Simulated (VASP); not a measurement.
# Sr (Fm-3m) in VASP: further runs

Sr is run at these levels: revPBE; tasks: single point.

Program: VASP 6.6.1. These are calculated values, not measurements. Logs are shortened: lines on timing, memory, paths and dates and some standing lists are left out, and cuts for length are marked.

## (1) The cell of the first run

It takes space group Fm-3m (No. 225, cubic). Conventional cell: a = 6.049 Å, b = 6.049 Å, c = 6.049 Å, α = 90.00°, β = 90.00°, γ = 90.00°. Sr (site symmetry m-3m) has 12 Sr at 4.28 Å within 5.6 Å.

## (2) Single point, revPBE (55.34 Å³/atom)

INCAR

```
  PREC = Accurate
  ENCUT = 520
  EDIFF = 1E-7
  ISMEAR = -1
  SIGMA = 0.1
  LREAL = F
  LASPH = T
  NELM = 100
  ALGO = Normal
  ISIF = 2
  LWAVE = F
  LCHARG = F
  GGA = RE
  NBANDS = 11
```

KPOINTS

```
Automatic mesh
0
Gamma
  15 15 15
```

POSCAR

```
Sr
1.0
    0.0000000000      3.0245934202      3.0245934202
    3.0245934202      0.0000000000      3.0245934202
    3.0245934202      3.0245934202      0.0000000000
Sr
1
Direct
    0.0000000000      0.0000000000      0.0000000000
```

Potentials or basis: VASP PAW PBE potentials, release 64 (Sr_sv).

Run with:

```sh
cat potpaw_PBE.64/Sr_sv/POTCAR > POTCAR
mpirun -np 1 vasp_std > vasp.out
```

OUTCAR:

```text
PREC = Accurate
   ENCUT = 520
   EDIFF = 1E-7
   ISMEAR = -1
   LREAL = F
   LASPH = T
   NELM = 100
   ISIF = 2
   GGA = RE

 ion  position               nearest neighbor table
   1  0.000  0.000  0.000-

  LATTYP: Found a face centered cubic cell.
 ALAT       =     6.0491868404

  Lattice vectors:

 A1 = (   0.0000000000,   3.0245934202,   3.0245934202)
 A2 = (   3.0245934202,   0.0000000000,   3.0245934202)
 A3 = (   3.0245934202,   3.0245934202,   0.0000000000)

Analysis of symmetry for initial positions (statically):
=====================================================================
 Subroutine PRICEL returns:
 Original cell was already a primitive cell.

 Routine SETGRP: Setting up the symmetry group for a
 face centered cubic supercell.

 Subroutine GETGRP returns: Found 48 space group operations
 (whereof 48 operations were pure point group operations)
 out of a pool of 48 trial point group operations.

The static configuration has the point symmetry O_h .

Analysis of symmetry for dynamics (positions and initial velocities):
=====================================================================
 Subroutine PRICEL returns:
 Original cell was already a primitive cell.

 Routine SETGRP: Setting up the symmetry group for a
 face centered cubic supercell.

 Subroutine GETGRP returns: Found 48 space group operations
 (whereof 48 operations were pure point group operations)
 out of a pool of 48 trial point group operations.

The dynamic configuration has the point symmetry O_h .

 Subroutine INISYM returns: Found 48 space group operations
 (whereof 48 operations are pure point group operations),
 and found     1 'primitive' translations

----------------------------------------------------------------------------------------

                                     Primitive cell

  volume of cell :      55.3390

  direct lattice vectors                    reciprocal lattice vectors
     0.000000000  3.024593420  3.024593420    -0.165311475  0.165311475  0.165311475
     3.024593420  0.000000000  3.024593420     0.165311475 -0.165311475  0.165311475
     3.024593420  3.024593420  0.000000000     0.165311475  0.165311475 -0.165311475

  length of vectors
     4.277421036  4.277421036  4.277421036     0.286327874  0.286327874  0.286327874

  position of ions in fractional coordinates (direct lattice)
     0.000000000  0.000000000  0.000000000

  ion indices of the primitive-cell ions
   primitive index   ion index
                 1           1

----------------------------------------------------------------------------------------

 KPOINTS: Automatic mesh

Automatic generation of k-mesh.
 Grid dimensions read from file:
 generate k-points for:   15   15   15

 Generating k-lattice:

  Cartesian coordinates                     Fractional coordinates (reciprocal lattice)
    -0.011020765  0.011020765  0.011020765     0.066666667  0.000000000  0.000000000
     0.011020765 -0.011020765  0.011020765     0.000000000  0.066666667  0.000000000
     0.011020765  0.011020765 -0.011020765     0.000000000  0.000000000  0.066666667

  Length of vectors
     0.019088525  0.019088525  0.019088525

  Shift w.r.t. Gamma in fractional coordinates (k-lattice)
     0.000000000  0.000000000  0.000000000

 Subroutine IBZKPT returns following result:
 ===========================================

 Found    120 irreducible k-points:

 Following reciprocal coordinates:
            Coordinates               Weight
  0.000000  0.000000  0.000000      1.000000
  0.066667  0.000000  0.000000      8.000000
  0.133333  0.000000  0.000000      8.000000
  0.200000  0.000000  0.000000      8.000000
  0.266667  0.000000  0.000000      8.000000
  0.333333  0.000000  0.000000      8.000000
[... 16 lines left out ...]
  0.133333  0.133333  0.000000      6.000000
  0.200000  0.133333  0.000000     24.000000
 [... further k-points ...]
   k-points           NKPTS =    120   k-points in BZ     NKDIM =    120   number of bands    NBANDS=     11
   number of dos      NEDOS =    301   number of ions     NIONS =      1
   total plane-waves  NPLWV =  32768
   dimension x,y,z NGX =    32 NGY =   32 NGZ =   32
   dimension x,y,z NGXF=    64 NGYF=   64 NGZF=   64
   ions per type =               1
   NGX,Y,Z   is equivalent  to a cutoff of  12.44, 12.44, 12.44 a.u.
   NGXF,Y,Z  is equivalent  to a cutoff of  24.87, 24.87, 24.87 a.u.
 SYSTEM =  unknown system
   PREC   = accura    normal or accurate (medium, high low for compatibility)
   ISTART =      0    job   : 0-new  1-cont  2-samecut
   ICHARG =      2    charge: 1-file 2-atom 10-const
   ISPIN  =      1    spin polarized calculation?
   LNONCOLLINEAR =      F non collinear calculations
   LSORBIT =      F    spin-orbit coupling
   LASPH  =      T    aspherical Exc in radial PAW
   ENCUT  =  520.0 eV  38.22 Ry    6.18 a.u.   7.95  7.95  7.95*2*pi/ulx,y,z
   NELM   =    100;   NELMIN=  2; NELMDL= -5     # of ELM steps
   EDIFF  = 0.1E-06   stopping-criterion for ELM
   LREAL  =      F    real-space projection
   EDIFFG = 0.1E-05   stopping-criterion for IOM
   NSW    =      0    number of steps for IOM
   IBRION =     -1    ionic relax: 0-MD 1-quasi-New 2-CG
   NFREE  =      0    steps in history (QN), initial steepest desc. (CG)
   ISIF   =      2    stress and relaxation
   ISYM   =      2    0-nonsym 1-usesym 2-fastsym
   POTIM  = 0.5000    time-step for ionic-motion
   TEBEG  =    0.0;   TEEND  =   0.0 temperature during run
   PSTRESS=    0.0 pullay stress
   NELECT =      10.0000    total number of electrons
   NUPDOWN=      -1.0000    fix difference up-down
   EMIN   =  10.00;   EMAX   =-10.00  energy-range for DOS
   EFERMI =   0.00;   METHOD = LEGACY
   ISMEAR =    -1;   SIGMA  =   0.10  broadening in eV -4-tet -1-fermi 0-gaus
   EFERMI_NEDOS =   21; number of points for ismear=-14 and -15
   IALGO  =     38    algorithm
   IMIX   =      4    mixing-type and parameters
     AMIX     =   0.40;   BMIX     =  1.00
     AMIX_MAG =   1.60;   BMIX_MAG =  1.00
  volume/ion in A,a.u.               =      55.34       373.45
  Fermi-wavevector in a.u.,A,eV,Ry     =   0.925546  1.749028 11.655223  0.856635
  Thomas-Fermi vector in A             =   2.051412
   LORBIT       =      0    0 simple, 1 ext, 2 COOP (PROOUT), +10 PAW based schemes
   GGA     = RE    functional components
   LHFCALC =     F    Hartree Fock is set to
   AEXX    =    0.0000 exact exchange contribution
   IVDW    =     0    specifies the selected vdW correction
   LEPSILON=     F    determine dielectric tensor
   LRPA    =     F    only Hartree local field effects (RPA)
 non-spin polarized calculation
  energy-cutoff  :      520.00
  volume of cell :       55.34
 maximum number of plane-waves:      1508
   NGX = 15   NGY = 15   NGZ = 15

 number of electron      10.0000000 magnetization

 Free energy of the ion-electron system (eV)
  ---------------------------------------------------
  ext. energy  EPLUGINS =         0.00000000
  ---------------------------------------------------
  free energy    TOTEN  =        -1.49914807 eV

  energy without entropy =       -1.45621691  energy(sigma->0) =       -1.47768249

 E-fermi :   1.6193     XC(G=0):  -7.2457

 val. band max:        1.6187630373   @ k =  -0.3333   0.4000   0.0667
 cond. band min:       1.6298361271   @ k =  -0.3333   0.4000   0.1333
 fundamental gap:      0.0110730898
 Fermi energy:         1.6192809144

 k-point     1 :       0.0000    0.0000    0.0000
  band No.  band energies     occupation
      1     -35.0259      2.00000
      2     -16.9180      2.00000
      3     -16.9180      2.00000
      4     -16.9180      2.00000
      5      -1.9781      2.00000
      6       4.0143      0.00000
      7       4.0143      0.00000
      8       4.0143      0.00000
      9       5.4717      0.00000
     10       5.4717      0.00000
     11       8.6973      0.00000

 k-point     2 :       0.0667    0.0000    0.0000
  band No.  band energies     occupation
      1     -35.0253      2.00000
      2     -16.9263      2.00000
      3     -16.9191      2.00000
      4     -16.9191      2.00000
      5      -1.9070      2.00000
      6       3.8981      0.00000
      7       4.0488      0.00000
      8       4.0488      0.00000
      9       5.4238      0.00000
     10       5.4238      0.00000
     11       8.8874      0.00000

 k-point     3 :       0.1333    0.0000    0.0000
  band No.  band energies     occupation
      1     -35.0237      2.00000
      2     -16.9499      2.00000
      3     -16.9223      2.00000
      4     -16.9223      2.00000
      5      -1.6981      2.00000
      6       3.6022      0.00000
      7       4.1306      0.00000
      8       4.1306      0.00000
      9       5.3276      0.00000
     10       5.3276      0.00000
     11       9.2865      0.00000

 k-point     4 :       0.2000    0.0000    0.0000
  band No.  band energies     occupation
      1     -35.0213      2.00000
      2     -16.9842      2.00000
      3     -16.9269      2.00000
      4     -16.9269      2.00000
      5      -1.3641      2.00000
      6       3.2205      0.00000
      7       4.1866      0.00000
      8       4.1866      0.00000
      9       5.3079      0.00000
     10       5.3079      0.00000
     11       8.8309      0.00000
[... 239 lines left out ...]
 k-point    22 :      -0.0667    0.0667    0.0000
  band No.  band energies     occupation
      1     -35.0244      2.00000
      2     -16.9380      2.00000
      3     -16.9240      2.00000
      4     -16.9196      2.00000
      5      -1.7900      2.00000
      6       3.7334      0.00000
      7       4.0811      0.00000
      8       4.1130      0.00000
      9       5.2561      0.00000
     10       5.4570      0.00000
     11       9.1777      0.00000

 k-point    23 :       0.1333    0.1333    0.0000
  band No.  band energies     occupation
      1     -35.0230      2.00000
      2     -16.9490      2.00000
      3     -16.9294      2.00000
      4     -16.9294      2.00000
      5      -1.6055      2.00000
      6       3.5114      0.00000
      7       4.1975      0.00000
      8       4.1975      0.00000
      9       4.8407      0.00000
     10       5.6166      0.00000
     11       9.6271      0.00000

 k-point    24 :       0.2000    0.1333    0.0000
  band No.  band energies     occupation
      1     -35.0212      2.00000
      2     -16.9714      2.00000
      3     -16.9352      2.00000
      4     -16.9337      2.00000
      5      -1.3598      2.00000
      6       3.2608      0.00000
      7       4.2273      0.00000
      8       4.2923      0.00000
      9       4.6615      0.00000
     10       5.6801      0.00000
     11       9.7382      0.00000

 [... further k-points ...]

------------------------ aborting loop because EDIFF is reached ----------------------------------------

  FORCE on cell =-STRESS in cart. coord.  units (eV):
  Direction    XX          YY          ZZ          XY          YZ          ZX
  --------------------------------------------------------------------------------------
  -------------------------------------------------------------------------------------
  Total        0.1706712      0.1706712      0.1706712      0.0000000      0.0000000      0.0000000
  in kB        4.9412842      4.9412842      4.9412842      0.0000000      0.0000000      0.0000000
  external PRESSURE =       4.9412842 kB  Pullay stress =       0.0000000 kB

 VOLUME and BASIS-vectors are now :
 -----------------------------------------------------------------------------
  energy-cutoff  :      520.00
  volume of cell :       55.34
      direct lattice vectors                 reciprocal lattice vectors
     0.000000000  3.024593420  3.024593420    -0.165311475  0.165311475  0.165311475
     3.024593420  0.000000000  3.024593420     0.165311475 -0.165311475  0.165311475
     3.024593420  3.024593420  0.000000000     0.165311475  0.165311475 -0.165311475

 POSITION                                       TOTAL-FORCE (eV/Angst)
 -----------------------------------------------------------------------------------
      0.00000      0.00000      0.00000         0.000000      0.000000     -0.000000
 -----------------------------------------------------------------------------------
    total drift:                                0.000000      0.000000     -0.000000

  FREE ENERGIE OF THE ION-ELECTRON SYSTEM (eV)
  ---------------------------------------------------
  free  energy   TOTEN  =        -1.4991480669 eV

  energy  without entropy=       -1.4562169079  energy(sigma->0) =       -1.47768249
```

Wall time 25 s (1 thread of Intel Xeon 6975P-C (Granite Rapids), shared host); peak memory 0.22 GiB.

Results:

* Free energy: -1.4991 eV
* Pressure: 0.5 GPa
* Band gap on the k mesh: zero (bands 5 and 6 overlap by 0.05 eV)

Caveat: the PAW data sets were made with another functional, which shifts forces and pressure a little.

## (3) Single point, revPBE

This run uses another cell than the first one, of 57.64 Å³/atom.

INCAR

```
SYSTEM = Sr
  PREC = Accurate
  ENCUT = 520
  EDIFF = 1E-7
  ISMEAR = -1
  SIGMA = 0.1
  LREAL = .False.
  LASPH = .True.
  NELM = 60
  ALGO = Normal
  ISIF = 2
  LWAVE = .False.
  LCHARG = .True.
  GGA = RE
  LELF = .True.
  LVHAR = .True.
  NBANDS = 11
```

KPOINTS

```
Automatic mesh
0
Gamma
  15 15 15
  0 0 0
```

POSCAR

```
Sr
1.0
    0.0000000000      3.0660313560      3.0660313560
    3.0660313560      0.0000000000      3.0660313560
    3.0660313560      3.0660313560      0.0000000000
Sr
1
Direct
    0.0000000000      0.0000000000      0.0000000000
```

Potentials or basis: VASP PAW PBE potentials, release 64 (Sr_sv).

Run with:

```sh
cat potpaw_PBE.64/Sr_sv/POTCAR > POTCAR
mpirun -np 1 vasp_std > vasp.out
```

It took 29 s on 1 thread of Intel Xeon 6975P-C (Granite Rapids), shared host; peak memory 0.22 GiB.

Results (log left out):

| Property | Result |
| --- | --- |
| Free energy | -1.5028 eV |
| Pressure | 0.0 GPa |
| Band gap on the k mesh | zero (bands 5 and 6 overlap by 0.09 eV) |

Levels at points of the mesh, in eV from the Fermi level:
| k point | band 2 | band 3 | band 4 | band 5 | band 6 | band 7 | band 8 | band 9 |
| --- | --- | --- | --- | --- | --- | --- | --- | --- |
| (0.00, 0.00, 0.00) | -18.62 | -18.62 | -18.62 | -3.53 | 2.36 | 2.36 | 2.36 | 3.75 |

Caveat: the PAW data sets were made with another functional, which shifts forces and pressure a little.

## (4) Single point, revPBE (57.64 Å³/atom)

This run uses another cell than the first one, of 57.64 Å³/atom.

INCAR

```
  PREC = Accurate
  ENCUT = 520
  EDIFF = 1E-7
  ISMEAR = -1
  SIGMA = 0.1
  LREAL = False
  LASPH = True
  NELM = 60
  ALGO = Normal
  ISIF = 2
  LWAVE = False
  LCHARG = False
  GGA = RE
  NBANDS = 11
```

KPOINTS

```
Automatic mesh
0
Gamma
  15 15 15
```

POSCAR is that of step 3.

Run with:

```sh
cat potpaw_PBE.64/Sr_sv/POTCAR > POTCAR
mpirun -np 1 vasp_std > vasp.out
```

It took 25 s on 1 thread of Intel Xeon 6975P-C (Granite Rapids), shared host; peak memory 0.22 GiB.

Results (log left out):

| Property | Result |
| --- | --- |
| Free energy | -1.5028 eV |
| Pressure | 0.0 GPa |
| Band gap on the k mesh | zero (bands 5 and 6 overlap by 0.09 eV) |

Levels at points of the mesh, in eV from the Fermi level:
```tsv
k point	band 1	band 2	band 3	band 4	band 5	band 6	band 7	band 8	band 9	band 10
(0.00, 0.00, 0.00)	-36.72	-18.62	-18.62	-18.62	-3.53	2.36	2.36	2.36	3.75	3.75
```

Caveat: the PAW data sets were made with another functional, which shifts forces and pressure a little.

The gap in the log of VASP goes by the Fermi energy; the results here count the filled bands.